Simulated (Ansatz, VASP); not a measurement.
GdO: VASP beside Ansatz

Contents of INCAR:

```
SYSTEM = GdO
  PREC = Accurate
  ENCUT = 520
  EDIFF = 1E-6
  ISMEAR = 1
  SIGMA = 0.15
  LREAL = .FALSE.
  LASPH = .TRUE.
  NELM = 150
  ALGO = Normal
  ISIF = 2
  LWAVE = .FALSE.
  LCHARG = .FALSE.
  ISPIN = 2
  MAGMOM = 7 0
  LORBIT = 11
  LMAXMIX = 6
  GGA = RP
  NBANDS = 23
```

File KPOINTS:

```
regular mesh
0
G
  9 9 9
  0 0 0
```

Contents of POSCAR:

```
GdO
1.0
    0.0000000000      2.7701610336      2.7701610336
    2.7701610336      0.0000000000      2.7701610336
    2.7701610336      2.7701610336      0.0000000000
Gd O
1 1
Direct
    0.0000000000      0.0000000000      0.0000000000
    0.2500000000      0.2500000000      0.2500000000
```

Input for Ansatz:

```yaml
crystal:
  lattice:
    - [0.0, 2.770161033616249, 2.770161033616249]
    - [2.770161033616249, 0.0, 2.770161033616249]
    - [2.770161033616249, 2.770161033616249, 0.0]
  atoms:
    - { symbol: Gd, position: [0.0, 0.0, 0.0], spin: 7.0 }
    - { symbol: O, position: [0.25, 0.25, 0.25] }
accuracy: low
basis:
  ecutwfc: 420.0
kpoints:
  mp_grid:
    grid: [9, 9, 9]
hamiltonian:
  xc: rpbe
magnetization:
  spin_polarized: true
scf:
  self_checks: high
  convergence:
    dr2_threshold: 1.0e-05
  occupations:
    method: cold
    width: 0.15
output:
  stress: true
```

Alike in both runs: task single point; functional RPBE; k mesh 9 × 9 × 9; collinear spin.

|  | VASP | Ansatz |
| --- | --- | --- |
| version | VASP 6.6.1 | Ansatz 0.2.0 |
| potentials or method | VASP PAW PBE potentials, release 64 (Gd, O), cutoff 520 eV | plane waves, PAW |
| occupations | methfessel-paxton of order 1, width 0.15 eV | cold, width 0.15 eV |
| valence electrons in the cell | 24 | 24 |

```tsv
	VASP	Ansatz	Ansatz less VASP
gap on the k mesh at the Fermi level (eV)	none	none	-
pressure (GPa)	-4.5	-4.4	+0.17
net moment per atom (μB)	3.82	3.81	-0.009
size of the moment on the site where the two differ most (μB)	6.89	6.87	-0.018
```

VASP's potentials were made for PBE, not for RPBE. Site moments also hang on the region over which each program counts them. A gap of «none» marks a metal or a gap that the smearing closes. Ansatz's warnings: stability check not made, stress scf threshold loose.

Spin-orbit coupling is off throughout.
